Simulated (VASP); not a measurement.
# Zr: relaxation of cell and atoms with RPBE+D4

Zr:

```
CELL_PARAMETERS angstrom
3.23200 0.00000 0.00000
-1.61600 2.79899 0.00000
0.00000 0.00000 5.14700
ATOMIC_POSITIONS crystal
Zr 0.66667 0.33333 0.75000
Zr 0.33333 0.66667 0.25000
```

| Property | Result |
| --- | --- |
| Program | VASP 6.6.1 |
| Task | relaxation of cell and atoms |
| Functional | RPBE |
| Dispersion | D4 |
| Potentials or basis | VASP PAW PBE potentials, release 64 (Zr_sv) |
| Cutoff | 600 eV |
| k mesh | 9 × 9 × 5 |
| Occupations | fermi-dirac, width 0.05 eV |
| Spin | no spin polarisation |
| Dipole correction | no |
| Further INCAR settings | ALGO = Normal; EDIFF = 1e-06; IBRION = 2; EDIFFG = -0.01; NSW = 80; ISIF = 3 |

```yaml
Relaxed_volume: 23.38 Å³/atom
Relaxed_cell: a = 3.228 Å, b = 3.228 Å, c = 5.180 Å, α = 90.00°, β = 90.00°, γ = 120.00°
Space_group_after_relaxing_to_0.05_Å: P6_3/mmc (No. 194)
Energy_gained_by_relaxing: 0.4 meV/atom
Ionic_steps: 4
Pressure_after_relaxing: 0.0 GPa
Band_gap_on_the_k_mesh: zero (band 12 reaches 9.92 eV, above the bottom of band 13 at 8.76 eV)
Dispersion_energy_per_atom: -0.337 eV
```

The path:
```
step  energy change (eV)  largest force (eV/Å)  pressure (GPa)  volume (Å³)
   1              0.0000                0.0000            0.42        46.56
   2             -0.0005                0.0000           -0.45        46.98
   3             -0.0007                0.0000           -0.16        46.84
   4             -0.0009                0.0000           -0.01        46.75
```

Final structure:
```cif
data_structure
_symmetry_space_group_name_H-M 'P 1'
_symmetry_Int_Tables_number 1
_cell_length_a 3.2284
_cell_length_b 3.2284
_cell_length_c 5.1795
_cell_angle_alpha 90.000
_cell_angle_beta 90.000
_cell_angle_gamma 120.000
_cell_volume 46.75
loop_
_atom_site_label
_atom_site_type_symbol
_atom_site_fract_x
_atom_site_fract_y
_atom_site_fract_z
_atom_site_occupancy
Zr1 Zr 0.66667 0.33333 0.75000 1
Zr2 Zr 0.33333 0.66667 0.25000 1
```

Levels at points of the mesh, in eV from the Fermi level:
```csv
k point,band 8,band 9,band 10,band 11,band 12,band 13,band 14,band 15,band 16
"(0.00, 0.00, 0.00)",-26.40,-5.65,-3.02,0.88,0.88,0.95,1.07,1.55,1.55
```

It took 47 s on 1 thread of Intel(R) Xeon(R) Platinum 8559C (Emerald Rapids), with other jobs on the host, peak memory 0.19 GiB.

Caveat: the PAW data sets were made with another functional, which shifts forces and pressure a little; pairwise dispersion overbinds metals, which lowers pressure and volume. Zero-point motion and thermal expansion aren't in these numbers.
